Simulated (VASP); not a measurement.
Runs of VASP 6.6.1 on BAs. The structure is that of space group F-43m (No. 216), or close to it. The cells are those of the table. 

| cell | k mesh | gap on the mesh (eV) | pressure (GPa) |
| --- | --- | --- | --- |
| a = 3.283 Å, angles 60.0°, 2 atoms | 2 × 2 × 2 | (b) | 32.5 |
| a = 3.283 Å, angles 60.0°, 2 atoms | 3 × 3 × 3 | 1.16 | 21.1 |
| a = 3.352 Å, angles 60.0°, 2 atoms | 4 × 4 × 4 | 1.38 | 7.7 |
| a = 3.417 Å, angles 60.0°, 2 atoms | 4 × 4 × 4 | (a) | -0.8 |
| a = 3.417 Å, angles 60.0°, 2 atoms | 3 × 3 × 3 | 1.27 | (c) |
| a = 3.417 Å, angles 60.0°, 2 atoms | 2 × 2 × 2 | 1.34 | 9.8 |

Alike in all rows: task single point; level PBE; potentials or basis VASP PAW PBE potentials, release 64 (B, As); no spin polarisation; cutoff (eV) 500; smearing gaussian 0.01 eV.

Estimate the missing entries.

(a) 1.45; (b) 1.13; (c) 0.8.

Caveats: all runs use coarse meshes.

A k mesh can miss the band edges, and the runs leave out spin-orbit coupling on As.
